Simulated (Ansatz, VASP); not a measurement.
## K: VASP beside Ansatz

```
K
1.0
     3.53911    0.00000    0.00000
     0.00000    3.53911    0.00000
     0.00000    0.00000    5.37096
K
1
Cartesian
  0.0000 0.0000 0.0000
```

Alike in both runs: task single point; functional r2SCAN; k mesh 12 × 12 × 12; occupations gaussian, width 0.15 eV; no spin polarisation.

```csv
,VASP,Ansatz
version,VASP 6.6.1,Ansatz 0.2.0
potentials or method,"VASP PAW PBE potentials, release 64 (K_sv), cutoff 520 eV","scalar-relativistic, plane waves, PAW"
valence electrons in the cell,9,9
```

Ansatz gave:

```
gap on the k mesh at the Fermi level (eV)                     : none
pressure (GPa)                                                : 1.7
traceless stress, the component that is largest in VASP (GPa) : -3.32
```

Problem. What did VASP give for the same quantities?

Solution. gap on the k mesh at the Fermi level (eV): none; pressure (GPa): 1.7; traceless stress, the component that is largest in VASP (GPa): -3.33.

VASP's potentials were made for PBE, not for r2SCAN. A gap of «none» marks a metal or a gap that the smearing closes. The functional is the same, so the differences come from potentials, cutoffs and numerics.
